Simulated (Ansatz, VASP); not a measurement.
**AlP in VASP and in Ansatz**

```
Al P
1.0
     0.00000    2.73516    2.73516
     2.73516    0.00000    2.73516
     2.73516    2.73516    0.00000
Al P
1 1
Direct
  0.00000 0.00000 0.00000
  0.25000 0.25000 0.25000
```

Alike in both runs: functional PBEsol; k mesh 8 × 8 × 8; occupations gaussian, width 0.02 eV; no spin polarisation.

Ansatz relaxed the structure, and its values are those at the end. VASP's run is a single point on that final structure, the one shown.

```csv
,VASP,Ansatz
version,VASP 6.6.1,Ansatz 0.2.0
potentials or method,"VASP PAW PBE potentials, release 64 (Al, P), cutoff 500 eV","scalar-relativistic, plane waves, PAW"
valence electrons in the cell,8,8
```

```csv
,VASP,Ansatz,Ansatz less VASP
gap on the k mesh at the Fermi level (eV),1.45,1.45,+0.002
least direct gap on the mesh (eV),3.16,3.15,-0.006
pressure (GPa),0.0,0.0,-0.04
```

VASP's potentials were made for PBE, not for PBEsol, and Ansatz warns of the same on its side.
